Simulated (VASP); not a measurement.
# Cd2Te3 (P-3m1) in VASP: further runs

Cd2Te3 is run at these levels: PBE; tasks: single point, relaxation of cell and atoms.

Program: VASP 6.6.1. These are calculated values, not measurements. Logs are shortened: lines on timing, memory, paths and dates and some standing lists are left out, and cuts for length are marked.

**1. The cell of the first run**

It takes space group P-3m1 (No. 164, trigonal). The conventional cell has a = 4.262 Å, b = 4.262 Å, c = 9.458 Å, α = 90.00°, β = 90.00°, γ = 120.00°. Cd (site symmetry 3m) has 6 Te at 2.96 to 3.07 Å within 3.9 Å. Te (site symmetry -3m) has 6 Cd at 3.07 Å within 4.0 Å. Within 3.9 Å of Te (site symmetry 3m) lie 3 Cd at 2.96 Å and 3 Te at 3.51 Å.

**2. Single point, PBE**

File INCAR:

```
ALGO     = Fast           # electronic algorithm
EDIFF    = 1E-7           # SCF threshold, eV
ENCUT    = 520            # plane-wave cutoff, eV
GGA      = PE             # functional
ISIF     = 2              # what is computed and relaxed
ISMEAR   = 0              # smearing method
LASPH    = T              # aspherical terms in the spheres
LCHARG   = T              # write CHGCAR
LELF     = T              # ELF
LREAL    = F              # projectors in reciprocal space
LVHAR    = T            
LWAVE    = F              # write WAVECAR
NBANDS   = 29             # bands
NELM     = 60             # most SCF steps
PREC     = Accurate       # precision mode
SIGMA    = 0.1            # smearing width, eV
```

File KPOINTS:

```
k-points
0
Gamma
  12 12 4
```

File POSCAR:

```
Cd2Te3
1.0
    4.2622778979      0.0000000000      0.0000000000
   -2.1311389490      3.6912409375      0.0000000000
    0.0000000000      0.0000000000      9.4582212683
Cd Te
2 3
Direct
    0.3333333333      0.6666666667      0.1941692846
    0.6666666667      0.3333333333      0.8058307154
    0.0000000000      0.0000000000      0.0000000000
    0.3333333333      0.6666666667      0.6320978973
    0.6666666667      0.3333333333      0.3679021027
```

Potentials or basis: VASP PAW PBE potentials, release 64 (Cd, Te).

On the command line:

```sh
cat potpaw_PBE.64/Cd/POTCAR potpaw_PBE.64/Te/POTCAR > POTCAR
mpirun -np 1 vasp_std > vasp.out
```

OUTCAR:

```text
EDIFF = 1E-7
   ENCUT = 520
   GGA = PE
   ISIF = 2
   ISMEAR = 0
   LASPH = T
   LREAL = F
   NELM = 60
   PREC = Accurate

 ion  position               nearest neighbor table
   1  0.333  0.667  0.194-   5 2.96   5 2.96   5 2.96   3 3.07   3 3.07   3 3.07
   2  0.667  0.333  0.806-   4 2.96   4 2.96   4 2.96   3 3.07   3 3.07   3 3.07
   3  0.000  0.000  0.000-   1 3.07   2 3.07   1 3.07   2 3.07   2 3.07   1 3.07
   4  0.333  0.667  0.632-   2 2.96   2 2.96   2 2.96   5 3.51   5 3.51   5 3.51
   5  0.667  0.333  0.368-   1 2.96   1 2.96   1 2.96   4 3.51   4 3.51   4 3.51

  LATTYP: Found a hexagonal cell.
 ALAT       =     4.2622778979
 C/A-ratio  =     2.2190531671

  Lattice vectors:

 A1 = (   4.2622778979,   0.0000000000,   0.0000000000)
 A2 = (  -2.1311389490,   3.6912409375,   0.0000000000)
 A3 = (   0.0000000000,   0.0000000000,   9.4582212683)

Analysis of symmetry for initial positions (statically):
=====================================================================
 Subroutine PRICEL returns:
 Original cell was already a primitive cell.

 Routine SETGRP: Setting up the symmetry group for a
 hexagonal supercell.

 Subroutine GETGRP returns: Found 12 space group operations
 (whereof 12 operations were pure point group operations)
 out of a pool of 24 trial point group operations.

The static configuration has the point symmetry D_3d.

Analysis of symmetry for dynamics (positions and initial velocities):
=====================================================================
 Subroutine PRICEL returns:
 Original cell was already a primitive cell.

 Routine SETGRP: Setting up the symmetry group for a
 hexagonal supercell.

 Subroutine GETGRP returns: Found 12 space group operations
 (whereof 12 operations were pure point group operations)
 out of a pool of 24 trial point group operations.

The dynamic configuration has the point symmetry D_3d.

 Subroutine INISYM returns: Found 12 space group operations
 (whereof 12 operations are pure point group operations),
 and found     1 'primitive' translations

----------------------------------------------------------------------------------------

                                     Primitive cell

  volume of cell :     148.8071

  direct lattice vectors                    reciprocal lattice vectors
     4.262277898  0.000000000  0.000000000     0.234616331  0.135455802  0.000000000
    -2.131138949  3.691240937  0.000000000     0.000000000  0.270911603  0.000000000
     0.000000000  0.000000000  9.458221268     0.000000000  0.000000000  0.105728125

  length of vectors
[... 92 lines left out ...]
   IBRION =     -1    ionic relax: 0-MD 1-quasi-New 2-CG
   NFREE  =      0    steps in history (QN), initial steepest desc. (CG)
   ISIF   =      2    stress and relaxation
   ISYM   =      2    0-nonsym 1-usesym 2-fastsym
   POTIM  = 0.5000    time-step for ionic-motion
   TEBEG  =    0.0;   TEEND  =   0.0 temperature during run
   PSTRESS=    0.0 pullay stress
   NELECT =      42.0000    total number of electrons
   NUPDOWN=      -1.0000    fix difference up-down
   EMIN   =  10.00;   EMAX   =-10.00  energy-range for DOS
   EFERMI =   0.00;   METHOD = LEGACY
   ISMEAR =     0;   SIGMA  =   0.10  broadening in eV -4-tet -1-fermi 0-gaus
   EFERMI_NEDOS =   21; number of points for ismear=-14 and -15
   IALGO  =     68    algorithm
   IMIX   =      4    mixing-type and parameters
     AMIX     =   0.40;   BMIX     =  1.00
     AMIX_MAG =   1.60;   BMIX_MAG =  1.00
  volume/ion in A,a.u.               =      29.76       200.84
  Fermi-wavevector in a.u.,A,eV,Ry     =   1.073866  2.029312 15.690075  1.153188
  Thomas-Fermi vector in A             =   2.209678
   LORBIT       =      0    0 simple, 1 ext, 2 COOP (PROOUT), +10 PAW based schemes
   GGA     = PE    functional components
   LHFCALC =     F    Hartree Fock is set to
   AEXX    =    0.0000 exact exchange contribution
   IVDW    =     0    specifies the selected vdW correction
   LEPSILON=     F    determine dielectric tensor
   LRPA    =     F    only Hartree local field effects (RPA)
 non-spin polarized calculation
 RMM-DIIS sequential band-by-band and
 Gauss-broadening in eV      SIGMA  =   0.10
  energy-cutoff  :      520.00
  volume of cell :      148.81
 maximum number of plane-waves:      4044
   NGX = 15   NGY = 15   NGZ = 35

 number of electron      41.9999997 magnetization

 Free energy of the ion-electron system (eV)
  ---------------------------------------------------
  ext. energy  EPLUGINS =         0.00000000
  ---------------------------------------------------
  free energy    TOTEN  =       -11.44722595 eV

  energy without entropy =      -11.42735052  energy(sigma->0) =      -11.43728824

 E-fermi :   4.2573     XC(G=0):  -9.5486

 val. band max:        4.2569179156   @ k =   0.3333   0.2500   0.0000
 cond. band min:       4.2678597447   @ k =  -0.0833   0.4167   0.2500
 fundamental gap:      0.0109418291
 Fermi energy:         4.2572773711

 k-point     1 :       0.0000    0.0000    0.0000
  band No.  band energies     occupation
      1      -7.6715      2.00000
      2      -6.7922      2.00000
      3      -6.3079      2.00000
      4      -4.2542      2.00000
      5      -4.2542      2.00000
      6      -4.1965      2.00000
[... 757 lines left out ...]
     28       9.8101      0.00000
     29      10.2570      0.00000

 [... further k-points ...]

------------------------ aborting loop because EDIFF is reached ----------------------------------------

  FORCE on cell =-STRESS in cart. coord.  units (eV):
  Direction    XX          YY          ZZ          XY          YZ          ZX
  --------------------------------------------------------------------------------------
  -------------------------------------------------------------------------------------
  Total        0.1213246      0.1213246      0.1175689     -0.0000000      0.0000000     -0.0000000
  in kB        1.3062789      1.3062789      1.2658414     -0.0000000      0.0000000     -0.0000000
  external PRESSURE =       1.2927997 kB  Pullay stress =       0.0000000 kB

 VOLUME and BASIS-vectors are now :
 -----------------------------------------------------------------------------
  energy-cutoff  :      520.00
  volume of cell :      148.81
      direct lattice vectors                 reciprocal lattice vectors
     4.262277898  0.000000000  0.000000000     0.234616331  0.135455802  0.000000000
    -2.131138949  3.691240937  0.000000000     0.000000000  0.270911603  0.000000000
     0.000000000  0.000000000  9.458221268     0.000000000  0.000000000  0.105728125

 POSITION                                       TOTAL-FORCE (eV/Angst)
 -----------------------------------------------------------------------------------
     -0.00000      2.46083      1.83650         0.000000     -0.000000     -0.000715
      2.13114      1.23041      7.62173        -0.000000      0.000000      0.000715
      0.00000      0.00000      0.00000         0.000000      0.000000      0.000000
     -0.00000      2.46083      5.97852        -0.000000      0.000000     -0.022387
      2.13114      1.23041      3.47970         0.000000     -0.000000      0.022387
 -----------------------------------------------------------------------------------
    total drift:                               -0.000000      0.000000     -0.000000

  FREE ENERGIE OF THE ION-ELECTRON SYSTEM (eV)
  ---------------------------------------------------
  free  energy   TOTEN  =       -11.4472259509 eV

  energy  without entropy=      -11.4273505243  energy(sigma->0) =      -11.43728824
```

stdout:

```text
POSCAR found type information on POSCAR CdTe
 POSCAR found :  2 types and       5 ions
 scaLAPACK will be used
 LDA part: xc-table for (Slater+PW92), standard interpolation
 POSCAR, INCAR and KPOINTS ok, starting setup
 FFT: planning ... GRIDC
 FFT: planning ... GRID_SOFT
 FFT: planning ... GRID
 WAVECAR not read
 entering main loop
```

It took 8.7 min on 1 thread of Oxide Virtual Turin-like, shared host; peak memory 0.39 GiB.

Results:

- Free energy: -11.4472 eV
- Pressure: 0.1 GPa
- Largest force: 0.022 eV/Å
- Band gap on the k mesh: zero (bands 21 and 22 overlap by 1.64 eV)

Forces in eV/Å, atoms in the order of the input:
```
Cd   0.000  0.000 -0.001
Cd   0.000  0.000  0.001
Te   0.000  0.000  0.000
Te   0.000  0.000 -0.022
Te   0.000  0.000  0.022
```

Caveat: spin-orbit coupling is left out, which moves the levels of the heavy elements.

**3. Relaxation of cell and atoms, PBE**

This run uses another cell than the first one, of 29.68 Å³/atom.

File INCAR:

```
SYSTEM = Cd2Te3
PREC = Accurate
ENCUT = 600
EDIFF = 1E-7
ISMEAR = 0
SIGMA = 0.1
LREAL = .FALSE.
LASPH = .TRUE.
NELM = 100
ALGO = Fast
ISIF = 3
LWAVE = .FALSE.
LCHARG = .FALSE.
GGA = PE
IBRION = 2
NSW = 100
EDIFFG = -0.01
```

File KPOINTS:

```
Automatic mesh
0
G
  12 12 4
  0 0 0
```

File POSCAR:

```
Cd2Te3
1.0
    4.2470007083      0.0000000000      0.0000000000
   -2.1235003542      3.6780105033      0.0000000000
    0.0000000000      0.0000000000      9.4987585568
Cd Te
2 3
Direct
    0.3333333333      0.6666666667      0.1943224120
    0.6666666667      0.3333333333      0.8056775880
    0.0000000000      0.0000000000      0.0000000000
    0.3333333333      0.6666666667      0.6298807573
    0.6666666667      0.3333333333      0.3701192427
```

Potentials or basis: VASP PAW PBE potentials, release 64 (Cd, Te).

On the command line:

```sh
cat potpaw_PBE.64/Cd/POTCAR potpaw_PBE.64/Te/POTCAR > POTCAR
mpirun -np 1 vasp_std > vasp.out
```

It took 43 min on 1 thread of Oxide Virtual Turin-like, shared host; peak memory 0.5 GiB.

It converged, with:

| Property | Result |
| --- | --- |
| Free energy | -11.4467 eV |
| Relaxed volume | 29.81 Å³/atom |
| Relaxed cell | a = 4.265 Å, b = 4.265 Å, c = 9.465 Å, α = 90.00°, β = 90.00°, γ = 120.00° |
| Space group after relaxing (to 0.1 Å) | P-3m1 (No. 164) |
| Energy gained by relaxing | 0.3 meV/atom |
| Ionic steps | 8 |
| Pressure after relaxing | 0.0 GPa |
| Band gap on the k mesh | zero (bands 21 and 22 overlap by 1.64 eV) |

Step by step:
| step | energy change (eV) | largest force (eV/Å) | pressure (GPa) | volume (Å³) |
| --- | --- | --- | --- | --- |
| 1 | 0.0000 | 0.0416 | 0.09 | 148.38 |
| 2 | -0.0004 | 0.0421 | -0.01 | 148.72 |
| 3 | -0.0006 | 0.0434 | -0.16 | 149.32 |
| 4 | -0.0006 | 0.0431 | -0.12 | 149.17 |
| 5 | -0.0009 | 0.0345 | -0.08 | 149.10 |
| 6 | -0.0012 | 0.0146 | 0.02 | 148.93 |
| 7 | -0.0012 | 0.0102 | 0.01 | 148.97 |
| 8 | -0.0013 | 0.0004 | -0.01 | 149.06 |

Final structure:
```
CELL_PARAMETERS angstrom
4.26450 0.00000 0.00000
-2.13225 3.69317 0.00000
0.00000 0.00000 9.46459
ATOMIC_POSITIONS crystal
Cd 0.33333 0.66667 0.19421
Cd 0.66667 0.33333 0.80579
Te 0.00000 0.00000 0.00000
Te 0.33333 0.66667 0.63162
Te 0.66667 0.33333 0.36838
```

Levels at points of the mesh, in eV from the Fermi level:
```csv
k point,band 19,band 20,band 21,band 22,band 23,band 24
"(0.00, 0.00, 0.00)",-0.35,0.25,0.31,0.31,1.63,3.44
"(0.50, 0.00, 0.00)",-1.03,-1.00,-0.67,-0.44,-0.01,3.37
"(0.00, 0.00, 0.50)",-0.22,-0.22,0.25,0.25,2.58,3.41
"(0.50, 0.00, 0.50)",-1.72,-1.70,0.33,0.45,1.19,2.07
```

Caveat: spin-orbit coupling is left out, which moves the levels of the heavy elements.
